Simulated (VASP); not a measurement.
The system is TiB2.

```
Ti B
1.0
     3.02920    0.00000    0.00000
    -1.51460    2.62336    0.00000
     0.00000    0.00000    3.22840
Ti B
1 2
Direct
  0.00000 0.00000 0.00000
  0.66667 0.33333 0.50000
  0.33333 0.66667 0.50000
```

| Quantity | Value |
| --- | --- |
| Program | VASP 6.6.1 |
| Task | relaxation of cell and atoms |
| Functional | LDA |
| Potentials or basis | VASP PAW LDA potentials, release 64 (Ti_sv, B) |
| Cutoff | 600 eV |
| k mesh | 10 × 10 × 8 |
| Occupations | fermi-dirac, width 0.05 eV |
| Spin | no spin polarisation |

At the start: pressure -10.7 GPa; volume 8.55 Å³/atom.

How do energy, volume and symmetry change on relaxing?

Over 5 steps the energy falls by 12.5 meV/atom and the volume is 8.19 Å³/atom (-4.2 %); space group P6/mmm (No. 191, to 0.05 Å).

Step by step:
```tsv
step	energy change (eV)	largest force (eV/Å)	pressure (GPa)	volume (Å³)
1	0.0000	0.0000	-10.69	25.66
2	0.0020	0.0000	12.68	23.59
3	-0.0364	0.0000	0.03	24.61
4	-0.0364	0.0000	0.18	24.59
5	-0.0374	0.0000	0.15	24.57
```

Final structure:
```
Ti B
1.0
     2.99387    0.00000    0.00000
    -1.49694    2.59277    0.00000
     0.00000    0.00000    3.16574
Ti B
1 2
Direct
  0.00000 0.00000 0.00000
  0.66667 0.33333 0.50000
  0.33333 0.66667 0.50000
```
